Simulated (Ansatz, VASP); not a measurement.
## Two plane-wave programs on YAl3N4

```
Y Al N
1.0
     4.63508    0.00000    0.00000
     0.00000    4.63508    0.00000
     0.00000    0.00000    4.63508
Y Al N
1 3 4
Cartesian
  0.0000 0.0000 0.0000
  0.0000 2.3175 2.3175
  2.3175 0.0000 2.3175
  2.3175 2.3175 0.0000
  1.2620 1.2620 3.3731
  1.2620 3.3731 1.2620
  3.3731 1.2620 1.2620
  3.3731 3.3731 3.3731
```

Alike in both runs: task relaxation of cell and atoms; functional PBE; k mesh 6 × 6 × 6; occupations gaussian, width 0.02 eV; no spin polarisation.

|  | VASP | Ansatz |
| --- | --- | --- |
| version | VASP 6.6.1 | Ansatz 0.2.0 |
| potentials or method | VASP PAW PBE potentials, release 64 (Y_sv, Al, N), cutoff 600 eV | scalar-relativistic, plane waves, PAW |
| valence electrons in the cell | 40 | 40 |

|  | VASP | Ansatz | Ansatz less VASP |
| --- | --- | --- | --- |
| gap on the k mesh at the Fermi level, each at its own relaxed structure (eV) | 2.34 | 2.32 | -0.013 |
| relaxed volume (Å³/atom) | 12.39 | 12.42 | +0.028 |
| relaxed length of the cell vector where the two differ most in proportion (Å) | 4.628 | 4.632 | +0.0035 |
